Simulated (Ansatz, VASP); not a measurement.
Two plane-wave programs on W

The input INCAR:

```
SYSTEM = W
PREC = Accurate ; ENCUT = 520
EDIFF = 1E-6 ; ISMEAR = -1
SIGMA = 0.4 ; LREAL = .FALSE.
LASPH = .TRUE. ; NELM = 60
ALGO = Fast ; ISIF = 2
LWAVE = .FALSE. ; LCHARG = .FALSE.
GGA = PE ; NBANDS = 13
```

KPOINTS

```
regular mesh
0
G
  24 24 24
  0 0 0
```

The input POSCAR:

```
W
1.0
   -1.7705280660      1.6019063455      1.6019063455
    1.6019063455     -1.7705280660      1.6019063455
    1.6019063455      1.6019063455     -1.7705280660
W
1
Direct
    0.0000000000      0.0000000000      0.0000000000
```

Input for Ansatz:

```yaml
crystal:
  lattice:
    - [-1.770528066, 1.6019063455, 1.6019063455]
    - [1.6019063455, -1.770528066, 1.6019063455]
    - [1.6019063455, 1.6019063455, -1.770528066]
  atoms:
    - { symbol: W, position: [0.0, 0.0, 0.0] }
basis:
  ecutwfc: 420
kpoints:
  mp_grid: { grid: [24, 24, 24] }
hamiltonian:
  xc: pbe
scf:
  occupations: { method: fermi_dirac, width: 0.4 }
output:
  forces: true
  stress: true
  eigenvalues: true
```

Alike in both runs: task single point; functional PBE; k mesh 24 × 24 × 24; occupations fermi-dirac, width 0.4 eV; no spin polarisation.

```csv
,VASP,Ansatz
version,VASP 6.6.1,Ansatz 0.2.0
potentials or method,"VASP PAW PBE potentials, release 64 (W_sv), cutoff 520 eV","scalar-relativistic, plane waves, PAW"
valence electrons in the cell,14,14
```

```csv
,VASP,Ansatz,Ansatz less VASP
gap on the k mesh at the Fermi level (eV),none,none,-
pressure (GPa),6.6,5.8,-0.83
"traceless stress, the component that is largest in VASP (GPa)",22.04,21.53,-0.506
```

A gap of «none» marks a metal or a gap that the smearing closes.

Neither program's run includes spin-orbit coupling.
